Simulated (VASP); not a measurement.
The system is MgO.

```xyz
32
Lattice="4.2536 -4.2536 4.2536 -4.2536 4.2536 4.2536 -4.2536 -4.2536 -4.2536" Properties=species:S:1:pos:R:3 pbc="T T T"
Mg   -2.1441    2.1533    4.2696
Mg   -4.2607   -2.0675    2.1773
Mg   -2.1819   -2.1149    4.2549
Mg   -4.2178   -4.2370   -4.2436
Mg   -2.1402   -4.2612   -2.1357
Mg   -4.2422    2.1359    2.1039
Mg    2.1108   -2.0856    4.2541
Mg   -0.0033   -4.2722   -0.0215
Mg    2.0894   -4.2420    2.1347
Mg   -4.2702   -2.2099   -2.1009
Mg   -0.0397    0.0415    4.2355
Mg   -2.0910   -2.1371   -0.0643
Mg   -2.1052   -4.2211    2.1160
Mg    0.0409   -2.1955    2.1447
Mg   -4.2308    0.0102   -0.0524
Mg   -2.1179    0.0035    2.1666
O    -0.0221   -2.1343    0.0208
O     2.1299   -2.0974    2.0597
O     0.0323   -6.4322   -0.0115
O    -2.1125    0.0272    0.0110
O    -0.0411    0.0260    2.0431
O    -2.1681   -2.1710   -2.1144
O    -0.0928   -2.1140    4.3253
O    -2.1395   -4.2408    0.0097
O    -0.0115   -4.2101    2.1478
O    -2.1368    2.1312    2.1407
O    -2.0755   -0.0283    4.1746
O    -4.2522   -2.1921   -0.0085
O     0.0105    0.0110    6.3919
O    -2.1229   -2.1359    2.1476
O    -6.4453   -0.0202    0.0209
O    -4.1911    0.0213    2.1326
```

```yaml
Program: VASP 6.6.1
Task: relaxation of the atoms
Functional: PBE
Potentials_or_basis: VASP PAW PBE potentials, release 64 (Mg, O)
Cutoff: 520 eV
k_mesh: 2 × 2 × 2, shifted
Occupations: gaussian, width 0.02 eV
Spin: no spin polarisation
```

At the start: pressure 0.2 GPa; volume 9.62 Å³/atom.

**Question.** Where does the relaxation end?

**Answer.** Over 8 steps the energy falls by 22.6 meV/atom at a fixed cell; space group P1 (No. 1, to 0.1 Å) before, Fm-3m (No. 225, to 0.1 Å).

The path:
| step | energy change (eV) | largest force (eV/Å) | pressure (GPa) |
| --- | --- | --- | --- |
| 1 | 0.0000 | 1.4983 | 0.24 |
| 2 | -0.6168 | 0.6323 | -0.56 |
| 3 | -0.6306 | 0.6542 | -0.60 |
| 4 | -0.7062 | 0.2175 | -0.71 |
| 5 | -0.7141 | 0.1590 | -0.73 |
| 6 | -0.7208 | 0.0794 | -0.74 |
| 7 | -0.7225 | 0.0617 | -0.75 |
| 8 | -0.7237 | 0.0253 | -0.75 |

Final structure:
```
CELL_PARAMETERS angstrom
4.25359 -4.25359 4.25359
-4.25359 4.25359 4.25359
-4.25359 -4.25359 -4.25359
ATOMIC_POSITIONS crystal
Mg 0.24951 0.75027 0.00041
Mg 0.49969 0.75020 0.75041
Mg 0.74989 0.75055 0.50050
Mg 0.99941 0.00032 0.00054
Mg 0.24968 0.00038 0.75063
Mg 0.99991 0.75037 0.25056
Mg 0.74940 0.25027 0.00014
Mg 0.49955 0.00003 0.50018
Mg 0.74957 0.00049 0.25028
Mg 0.99968 0.25043 0.75034
Mg 0.49981 0.50060 0.00065
Mg 0.24978 0.25030 0.50089
Mg 0.74967 0.50038 0.75026
Mg 0.49954 0.25052 0.25043
Mg 0.99962 0.50021 0.50027
Mg 0.24966 0.50017 0.25043
O 0.24956 0.00019 0.25040
O 0.49960 0.00041 0.00036
O 0.74969 0.00037 0.75036
O 0.99958 0.25017 0.25043
O 0.24967 0.25046 0.00049
O 0.99977 0.00026 0.50043
O 0.74980 0.50019 0.25023
O 0.49959 0.25026 0.75021
O 0.74952 0.25031 0.50018
O 0.99962 0.50016 0.00034
O 0.49973 0.75047 0.25035
O 0.24967 0.50036 0.75052
O 0.74950 0.75029 0.00037
O 0.49967 0.50023 0.50041
O 0.99957 0.75034 0.75030
O 0.24969 0.75018 0.50047
```
